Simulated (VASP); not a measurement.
Write the native input for VASP 6.6.1 that does the following.

- Task: single point
- Functional: PBE
- Potentials or basis: VASP PAW PBE potentials, release 64 (Rh_pv)
- Cutoff: 520 eV
- k mesh: 18 × 18 × 18
- Occupations: gaussian, width 0.1 eV
- Spin: no spin polarisation
- Dipole correction: no
- Further INCAR settings: ALGO = Normal; EDIFF = 1e-07; NBANDS = 14

The structure of Rh lies in POSCAR:

```
Rh
1.0
    0.0000000000      1.9077576980      1.9077576980
    1.9077576980      0.0000000000      1.9077576980
    1.9077576980      1.9077576980      0.0000000000
Rh
1
Direct
    0.0000000000      0.0000000000      0.0000000000
```

These files were run (other wordings do the same):

INCAR

```
SYSTEM = Rh
PREC = Accurate
ENCUT = 520
EDIFF = 1E-7
ISMEAR = 0
SIGMA = 0.1
LREAL = .False.
LASPH = .True.
NELM = 100
ALGO = Normal
ISIF = 2
LWAVE = .False.
LCHARG = .True.
GGA = PE
LELF = .True.
LVHAR = .True.
NBANDS = 14
```

KPOINTS

```
regular mesh
0
Gamma
  18 18 18
  0 0 0
```

Potentials or basis: VASP PAW PBE potentials, release 64 (Rh_pv).

Run with:

```console
$ cat potpaw_PBE.64/Rh_pv/POTCAR > POTCAR
$ mpirun -np 1 vasp_std > vasp.out
```

Results of the run:

- Pressure: 3.0 GPa
- Band gap on the k mesh: zero (an odd number of electrons rules out a gap without spin polarisation)

Caveat: the cell stands under pressure.

Wall time 50 s on 1 thread of AMD EPYC 7R13 (shared host), peak memory 0.12 GiB.
